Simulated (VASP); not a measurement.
# C in VASP: a series of runs

The runs below take C through G0W0 quasiparticle levels, with PBE.

Program: VASP 6.6.1. These are calculated values, not measurements. Logs are shortened: lines on timing, memory, paths and dates and some standing lists are left out, and cuts for length are marked.

## 1. The cell of the first run

It takes space group Fd-3m (No. 227, cubic). The conventional cell has a = 3.418 Å, b = 3.418 Å, c = 3.418 Å, α = 90.00°, β = 90.00°, γ = 90.00°. Within 2.0 Å of C (site symmetry -43m) lie 4 C at 1.48 Å.

## 2. G0W0 quasiparticle levels, PBE

POSCAR reads:

```
C
1.0
    0.0000000000      1.7089191755      1.7089191755
    1.7089191755      0.0000000000      1.7089191755
    1.7089191755      1.7089191755      0.0000000000
C
2
Direct
    0.0000000000      0.0000000000      0.0000000000
    0.2500000000      0.2500000000      0.2500000000
```

INCAR.step1 reads:

```
SYSTEM = C
PREC = Accurate
ENCUT = 500
EDIFF = 1E-8
ISMEAR = 0
SIGMA = 0.01
LREAL = .FALSE.
LASPH = .TRUE.
NELM = 80
ALGO = Normal
LWAVE = .TRUE.
LCHARG = .FALSE.
GGA = PE
```

INCAR.step2 reads:

```
SYSTEM = C
PREC = Accurate
ENCUT = 500
EDIFF = 1E-8
ISMEAR = 0
SIGMA = 0.01
LREAL = .FALSE.
LASPH = .TRUE.
NELM = 1
ALGO = Exact
LWAVE = .TRUE.
LCHARG = .FALSE.
GGA = PE
NBANDS = 45
LOPTICS = .TRUE.
ISTART = 1
```

INCAR.step3 reads:

```
SYSTEM = C
PREC = Accurate
ENCUT = 500
EDIFF = 1E-8
ISMEAR = 0
SIGMA = 0.01
LREAL = .FALSE.
LASPH = .TRUE.
ALGO = EVGW0
LWAVE = .FALSE.
LCHARG = .FALSE.
GGA = PE
NELMGW = 1
NBANDS = 45
ENCUTGW = 150.0
NOMEGA = 48
PRECFOCK = Fast
ISTART = 1
NBANDSGW = 12
```

KPOINTS reads:

```
Automatic mesh
0
G
  6 6 6
  0 0 0
```

Potentials or basis: VASP PAW PBE potentials, release 64 (C_GW).

Launch:

```bash
cat potpaw_PBE.64/C_GW/POTCAR > POTCAR
cp INCAR.step1 INCAR
mpirun -np 1 vasp_std > vasp.out
cp INCAR.step2 INCAR
mpirun -np 1 vasp_std > vasp.out
cp INCAR.step3 INCAR
mpirun -np 1 vasp_std > vasp.out
```

OUTCAR:

```text
SYSTEM = C
   PREC = Accurate
   ENCUT = 500
   EDIFF = 1E-8
   ISMEAR = 0
   LREAL = .FALSE.
   LASPH = .TRUE.
   GGA = PE
   NELMGW = 1
   ENCUTGW = 150.0
   PRECFOCK = Fast
   ISTART = 1

 ion  position               nearest neighbor table
   1  0.000  0.000  0.000-   2 1.48   2 1.48   2 1.48   2 1.48
   2  0.250  0.250  0.250-   1 1.48   1 1.48   1 1.48   1 1.48

  LATTYP: Found a face centered cubic cell.
 ALAT       =     3.4178383510

  Lattice vectors:

 A1 = (   0.0000000000,   1.7089191755,   1.7089191755)
 A2 = (   1.7089191755,   0.0000000000,   1.7089191755)
 A3 = (   1.7089191755,   1.7089191755,   0.0000000000)

Analysis of symmetry for initial positions (statically):
=====================================================================
 Subroutine PRICEL returns:
 Original cell was already a primitive cell.

 Routine SETGRP: Setting up the symmetry group for a
 face centered cubic supercell.

 Subroutine GETGRP returns: Found 48 space group operations
 (whereof 24 operations were pure point group operations)
 out of a pool of 48 trial point group operations.

The static configuration has the point symmetry T_d .
 The point group associated with its full space group is O_h .

Analysis of symmetry for dynamics (positions and initial velocities):
=====================================================================
 Subroutine PRICEL returns:
 Original cell was already a primitive cell.

 Routine SETGRP: Setting up the symmetry group for a
 face centered cubic supercell.

 Subroutine GETGRP returns: Found 48 space group operations
 (whereof 24 operations were pure point group operations)
 out of a pool of 48 trial point group operations.

The dynamic configuration has the point symmetry T_d .
 The point group associated with its full space group is O_h .

 Subroutine INISYM returns: Found 48 space group operations
 (whereof 24 operations are pure point group operations),
 and found     1 'primitive' translations

----------------------------------------------------------------------------------------

                                     Primitive cell

  volume of cell :       9.9815

  direct lattice vectors                    reciprocal lattice vectors
     0.000000000  1.708919175  1.708919175    -0.292582591  0.292582591  0.292582591
     1.708919175  0.000000000  1.708919175     0.292582591 -0.292582591  0.292582591
     1.708919175  1.708919175  0.000000000     0.292582591  0.292582591 -0.292582591

  length of vectors
     2.416776675  2.416776675  2.416776675     0.506767913  0.506767913  0.506767913

  position of ions in fractional coordinates (direct lattice)
     0.000000000  0.000000000  0.000000000
     0.250000000  0.250000000  0.250000000

  ion indices of the primitive-cell ions
   primitive index   ion index
                 1           1
                 2           2

----------------------------------------------------------------------------------------

 KPOINTS: Automatic mesh

Automatic generation of k-mesh.
 Grid dimensions read from file:
 generate k-points for:    6    6    6

 Generating k-lattice:

  Cartesian coordinates                     Fractional coordinates (reciprocal lattice)
    -0.048763765  0.048763765  0.048763765     0.166666667  0.000000000  0.000000000
     0.048763765 -0.048763765  0.048763765     0.000000000  0.166666667  0.000000000
     0.048763765  0.048763765 -0.048763765     0.000000000  0.000000000  0.166666667

  Length of vectors
     0.084461319  0.084461319  0.084461319

  Shift w.r.t. Gamma in fractional coordinates (k-lattice)
     0.000000000  0.000000000  0.000000000

 Subroutine IBZKPT returns following result:
 ===========================================

 Found     16 irreducible k-points:

 Following reciprocal coordinates:
            Coordinates               Weight
  0.000000  0.000000  0.000000      1.000000
  0.166667  0.000000  0.000000      8.000000
  0.333333  0.000000  0.000000      8.000000
  0.500000  0.000000  0.000000      4.000000
  0.166667  0.166667  0.000000      6.000000
  0.333333  0.166667  0.000000     24.000000
[... 8 lines left out ...]
 -0.333333  0.333333  0.166667     24.000000
 -0.333333  0.500000  0.166667     12.000000
   k-points           NKPTS =     16   k-points in BZ     NKDIM =    216   number of bands    NBANDS=     45
   number of dos      NEDOS =    301   number of ions     NIONS =      2
   total plane-waves  NPLWV =   5832
   dimension x,y,z NGX =    18 NGY =   18 NGZ =   18
   dimension x,y,z NGXF=    36 NGYF=   36 NGZF=   36
   ions per type =               2
   NGX,Y,Z   is equivalent  to a cutoff of  12.38, 12.38, 12.38 a.u.
   NGXF,Y,Z  is equivalent  to a cutoff of  24.76, 24.76, 24.76 a.u.
 SYSTEM =  C
   PREC   = accura    normal or accurate (medium, high low for compatibility)
   ISTART =      1    job   : 0-new  1-cont  2-samecut
   ICHARG =      0    charge: 1-file 2-atom 10-const
   ISPIN  =      1    spin polarized calculation?
   LNONCOLLINEAR =      F non collinear calculations
   LSORBIT =      F    spin-orbit coupling
   LASPH  =      T    aspherical Exc in radial PAW
   ENCUT  =  500.0 eV  36.75 Ry    6.06 a.u.   4.41  4.41  4.41*2*pi/ulx,y,z
   NELM   =     60;   NELMIN=  2; NELMDL=  0     # of ELM steps
   EDIFF  = 0.1E-07   stopping-criterion for ELM
   LREAL  =      F    real-space projection
   EDIFFG = 0.1E-06   stopping-criterion for IOM
   NSW    =      0    number of steps for IOM
   IBRION =     -1    ionic relax: 0-MD 1-quasi-New 2-CG
   NFREE  =      0    steps in history (QN), initial steepest desc. (CG)
   ISIF   =      0    stress and relaxation
   ISYM   =      3    0-nonsym 1-usesym 2-fastsym
   POTIM  = 0.5000    time-step for ionic-motion
   TEBEG  =    0.0;   TEEND  =   0.0 temperature during run
   PSTRESS=    0.0 pullay stress
   NELECT =       8.0000    total number of electrons
   NUPDOWN=      -1.0000    fix difference up-down
   EMIN   =  10.00;   EMAX   =-10.00  energy-range for DOS
   EFERMI =   0.00;   METHOD = LEGACY
   ISMEAR =     0;   SIGMA  =   0.01  broadening in eV -4-tet -1-fermi 0-gaus
   EFERMI_NEDOS =   21; number of points for ismear=-14 and -15
   IALGO  =     38    algorithm
   IMIX   =      4    mixing-type and parameters
     AMIX     =   0.40;   BMIX     =  1.00
     AMIX_MAG =   1.60;   BMIX_MAG =  1.00
  volume/ion in A,a.u.               =       4.99        33.68
  Fermi-wavevector in a.u.,A,eV,Ry     =   1.520687  2.873683 31.463342  2.312490
  Thomas-Fermi vector in A             =   2.629504
   LORBIT       =      0    0 simple, 1 ext, 2 COOP (PROOUT), +10 PAW based schemes
   GGA     = PE    functional components
   LHFCALC =     T    Hartree Fock is set to
   PRECFOCK=fast      Normal, Fast or Accurate (Low or Medium for compatibility)
   ENCUT4O =  -1.0   cutoff for four orbital integrals eV
   NKREDX  =     1    reduce k-point grid by
   NKREDY  =     1    reduce k-point grid by
   NKREDZ  =     1    reduce k-point grid by
   AEXX    =    1.0000 exact exchange contribution
   HFSCREEN=    0.0000 screening length (either q_TF or 0.3 A-1)
   HFSCREENC=   0.0000 screening length for correlation (either q_TF or 0.3 A-1)
   ENCUTFOCK=  -1.0 apply spherical cutoff to Coloumb kernel
   IVDW    =     0    specifies the selected vdW correction
   LEPSILON=     F    determine dielectric tensor
   LRPA    =     F    only Hartree local field effects (RPA)
   LRPAFORCE           =     F    calculate RPA forces
   ENCUTGW             = 150.0    cutoff for response function in eV
   ENCUTGWSOFT         = 120.0    soft cutoff for Coulomb kernel in GW response function in eV
   ENCUTLF             =  -1.0    cutoff for local field effects
   NELMGW              =     1    number of iterations in solving QP/BSE equation
   NELMHF              =     1    number of iterations in the inner HF iteration
   NKREDLFX            =     1    NKREDLFY  =   1   NKREDLFZ  =   1
 non-spin polarized calculation
 Gauss-broadening in eV      SIGMA  =   0.01
  energy-cutoff  :      500.00
  volume of cell :        9.98
 maximum number of plane-waves:       268
 NGX is ok and might be reduce to    18
  NGX = 12; NGY = 12; NGZ = 12
   NGX =  9   NGY =  9   NGZ =  9
 maximum number of plane-waves:        51

 QP shifts <psi_nk| G(iteration)W_0 |psi_nk>: iteration 1
 for sc-GW calculations column KS-energies equals QP-energies in previous step
 and V_xc(KS)=  KS-energies - (<T + V_ion + V_H > + <T+V_H+V_ion>^1  + <V_x>^1)

 k-point   1 :       0.0000    0.0000    0.0000
  band No.  KS-energies  QP-energies   sigma(KS)   V_xc(KS)     V^pw_x(r,r')   Z            occupation Imag(sigma)

      1     -11.5616     -13.2691     -17.4491     -15.2052     -26.2628       0.7609       2.0000       1.5133
      2      11.7100      11.2179     -17.8744     -17.2845     -19.7999       0.8342       2.0000       0.0793
      3      11.7100      11.2179     -17.8744     -17.2845     -19.7999       0.8342       2.0000       0.0793
      4      11.7100      11.2179     -17.8744     -17.2845     -19.7999       0.8342       2.0000       0.0793
      5      17.6564      18.9238     -14.4368     -15.9601      -9.6832       0.8320       0.0000      -0.1125
      6      17.6564      18.9238     -14.4368     -15.9601      -9.6832       0.8320       0.0000      -0.1125
      7      17.6564      18.9238     -14.4368     -15.9601      -9.6832       0.8320       0.0000      -0.1125
      8      28.0839      29.2700     -14.9679     -16.4894      -7.3911       0.7795       0.0000      -0.3364
      9      32.7369      33.2958     -11.8615     -12.5482      -4.6162       0.8138       0.0000      -0.4481
     10      39.7060      41.0023     -12.9982     -14.5463      -6.2973       0.8373       0.0000      -0.6021
     11      39.7060      41.0023     -12.9982     -14.5463      -6.2973       0.8373       0.0000      -0.6021
     12      40.7371      41.3746     -11.3864     -12.1512      -3.5346       0.8336       0.0000      -1.0403

 k-point   2 :       0.1667    0.0000    0.0000
  band No.  KS-energies  QP-energies   sigma(KS)   V_xc(KS)     V^pw_x(r,r')   Z            occupation Imag(sigma)
[... 225 lines left out ...]
      1      -1.3345      -2.7205     -18.0136     -16.2135     -24.0184       0.7699       2.0000       0.4173
      2      -1.3345      -2.7205     -18.0136     -16.2135     -24.0184       0.7699       2.0000       0.4173
      3       2.8469       1.7303     -16.9915     -15.5959     -21.0846       0.8000       2.0000       0.1953
      4       2.8469       1.7303     -16.9915     -15.5959     -21.0846       0.8000       2.0000       0.1953
      5      20.5181      21.5156     -13.3951     -14.5949      -7.8960       0.8313       0.0000      -0.1448
      6      20.5181      21.5156     -13.3951     -14.5949      -7.8960       0.8313       0.0000      -0.1448
      7      27.9748      29.5816     -14.5984     -16.6449      -7.0956       0.7852       0.0000      -0.3300
      8      27.9748      29.5816     -14.5984     -16.6449      -7.0956       0.7852       0.0000      -0.3300
      9      35.5679      37.0798     -14.0089     -15.9213      -5.7023       0.7906       0.0000      -0.6702
     10      35.5679      37.0798     -14.0089     -15.9213      -5.7023       0.7906       0.0000      -0.6702
     11      44.6068      45.8168     -12.6054     -14.0877      -4.4932       0.8163       0.0000      -1.1272
     12      44.6068      45.8168     -12.6054     -14.0877      -4.4932       0.8163       0.0000      -1.1272
```

It took 80 s on 1 thread of Intel Xeon 8259CL, shared host; peak memory 0.19 GiB.

Results:

* Quasiparticle gap: 5.77 eV
* Least direct quasiparticle gap: 7.71 eV
* Band gap of the starting levels on the mesh: 4.46 eV
* Least direct gap of the starting levels on the mesh: 5.95 eV

Caveat: the k points lie up to 0.53 Å⁻¹ apart; the cutoff is under 1.25 times the usual one of these potentials, so pressure, stress and relaxed cells hold a basis-set (Pulay) error; bands, screening cutoff and mesh are small and nothing is extrapolated, so the quasiparticle values aren't converged.

## 3. G0W0 quasiparticle levels, PBE

This run uses another cell than the first one, of 5.56 Å³/atom.

POSCAR reads:

```
C
1.0
    0.0000000000      1.7801241411      1.7801241411
    1.7534222790      0.0000000000      1.7801241411
    1.7534222790      1.7801241411      0.0000000000
C
2
Direct
    0.0000000000      0.0000000000      0.0000000000
    0.2500000000      0.2500000000      0.2500000000
```

INCAR.step1 reads:

```
PREC = Accurate
ENCUT = 500
EDIFF = 1E-8
ISMEAR = 0
SIGMA = 0.01
LREAL = F
LASPH = T
NELM = 80
ALGO = Normal
LWAVE = T
LCHARG = F
GGA = PE
```

INCAR.step2 reads:

```
PREC = Accurate
ENCUT = 500
EDIFF = 1E-8
ISMEAR = 0
SIGMA = 0.01
LREAL = F
LASPH = T
NELM = 1
ALGO = Exact
LWAVE = T
LCHARG = F
GGA = PE
NBANDS = 50
LOPTICS = T
ISTART = 1
```

INCAR.step3 reads:

```
PREC = Accurate
ENCUT = 500
EDIFF = 1E-8
ISMEAR = 0
SIGMA = 0.01
LREAL = F
LASPH = T
ALGO = EVGW0
LWAVE = F
LCHARG = F
GGA = PE
NELMGW = 1
NBANDS = 50
ENCUTGW = 150.0
NOMEGA = 96
PRECFOCK = Fast
ISTART = 1
NBANDSGW = 12
OMEGAMAX = 30
```

KPOINTS reads:

```
Automatic mesh
0
Gamma
  6 6 6
```

Potentials or basis: VASP PAW PBE potentials, release 64 (C_GW).

Launch:

```bash
cat potpaw_PBE.64/C_GW/POTCAR > POTCAR
cp INCAR.step1 INCAR
mpirun -np 1 vasp_std > vasp.out
cp INCAR.step2 INCAR
mpirun -np 1 vasp_std > vasp.out
cp INCAR.step3 INCAR
mpirun -np 1 vasp_std > vasp.out
```

OUTCAR:

```text
PREC = Accurate
   ENCUT = 500
   EDIFF = 1E-8
   ISMEAR = 0
   LREAL = F
   LASPH = T
   GGA = PE
   NELMGW = 1
   ENCUTGW = 150.0
   PRECFOCK = Fast
   ISTART = 1

 ion  position               nearest neighbor table
   1  0.000  0.000  0.000-   2 1.53   2 1.53   2 1.53   2 1.53
   2  0.250  0.250  0.250-   1 1.53   1 1.53   1 1.53   1 1.53

[... 202 lines left out ...]
      2       9.9895       9.4722     -17.5032     -16.8790     -19.3112       0.8288       2.0000       0.0348
      3       9.9895       9.4722     -17.5032     -16.8790     -19.3112       0.8288       2.0000       0.0348
      4      10.2168       9.7075     -17.4691     -16.8540     -19.2365       0.8279       2.0000       0.0340
      5      15.5899      16.7725     -14.1654     -15.5951      -9.4015       0.8272       0.0000      -0.0577
      6      15.7792      16.9595     -14.1553     -15.5832      -9.3555       0.8266       0.0000      -0.0581
      7      15.7792      16.9595     -14.1553     -15.5832      -9.3555       0.8266       0.0000      -0.0581
      8      23.8585      24.9604     -14.9711     -16.4027      -7.7237       0.7696       0.0000      -0.1470
      9      29.6285      30.0148     -11.4962     -11.9732      -4.3763       0.8097       0.0000      -0.3153
     10      36.4315      37.5349     -12.6405     -13.9670      -5.9930       0.8319       0.0000      -0.4908
     11      37.1924      38.2939     -12.6390     -13.9731      -5.9146       0.8256       0.0000      -0.5316
     12      37.5631      38.0310     -11.0186     -11.5889      -3.3157       0.8205       0.0000      -0.8365
[... 356 lines left out ...]
      1      -4.0188      -5.3262     -17.5891     -15.8412     -24.1662       0.7480       2.0000       0.4129
      2      -1.8493      -3.0680     -16.7991     -15.1900     -22.2308       0.7573       2.0000       0.2204
      3       2.0539       0.9482     -16.9719     -15.5687     -21.0516       0.7880       2.0000       0.0986
      4       4.0212       3.0586     -16.7225     -15.5271     -20.0692       0.8052       2.0000       0.0703
      5      19.1209      20.1218     -13.0542     -14.2676      -7.4849       0.8249       0.0000      -0.0747
      6      20.5508      21.7452     -13.9312     -15.4093      -7.8378       0.8080       0.0000      -0.0911
      7      24.1352      25.5677     -14.5437     -16.3951      -7.1972       0.7738       0.0000      -0.1614
      8      24.4792      25.8698     -14.2448     -16.0402      -6.8802       0.7745       0.0000      -0.1691
      9      28.3030      29.2780     -12.7153     -13.9208      -5.9344       0.8088       0.0000      -0.2390
     10      33.6744      34.9629     -13.9316     -15.5912      -5.2716       0.7764       0.0000      -0.6406
     11      37.5055      38.4890     -12.4144     -13.6319      -4.5969       0.8078       0.0000      -0.7630
     12      41.3805      42.0680     -11.5892     -12.4296      -3.7636       0.8181       0.0000      -0.9839

 [... further k-points ...]
```

OUTCAR.step1:

```text
PREC = Accurate
   ENCUT = 500
   EDIFF = 1E-8
   ISMEAR = 0
   LREAL = F
   LASPH = T
[... 486 lines left out ...]
 -----------------------------------------------------------------------------------
      0.00000      0.00000      0.00000        -0.000000     -0.000000      0.000000
      0.87671      0.89006      0.89006         0.000000      0.000000      0.000000
 -----------------------------------------------------------------------------------
    total drift:                               -0.000000     -0.000000     -0.000000

  FREE ENERGIE OF THE ION-ELECTRON SYSTEM (eV)
  ---------------------------------------------------
  free  energy   TOTEN  =       -18.1785354944 eV

  energy  without entropy=      -18.1785354944  energy(sigma->0) =      -18.17853549
```

OUTCAR.step2:

```text
PREC = Accurate
   ENCUT = 500
   EDIFF = 1E-8
   ISMEAR = 0
   LREAL = F
[... 1015 lines left out ...]
     0.00000     6.10214     6.29202     6.29202     0.00000     0.00000     0.00000
     1.90012     6.28293     6.49070     6.49070     0.00000     0.00000     0.00000
     3.80024     6.99102     7.29441     7.29441     0.00000     0.00000     0.00000
     5.70036     8.28765     4.83424     4.83424     0.00000     0.00000     0.00000
     7.60048    15.07097    12.38837    12.38837     0.00000     0.00000     0.00000
     9.50060    13.00679    14.31726    14.31726     0.00000     0.00000     0.00000
[... 92 lines left out ...]
   186.21180     0.97034     0.97032     0.97032    -0.00000    -0.00000    -0.00000
   188.11192     0.97097     0.97095     0.97095    -0.00000    -0.00000    -0.00000
```

It took 1.8 min on 1 thread of Intel Xeon Platinum 8488C (Sapphire Rapids), shared host; peak memory 0.24 GiB.

What came out:

- Quasiparticle gap: 5.07 eV
- Least direct quasiparticle gap: 7.07 eV
- Band gap of the starting levels on the mesh: 3.81 eV
- Least direct gap of the starting levels on the mesh: 5.37 eV

Caveat: the k points lie up to 0.51 Å⁻¹ apart; the cutoff is under 1.25 times the usual one of these potentials, so pressure, stress and relaxed cells hold a basis-set (Pulay) error; bands, screening cutoff and mesh are small and nothing is extrapolated, so the quasiparticle values aren't converged.
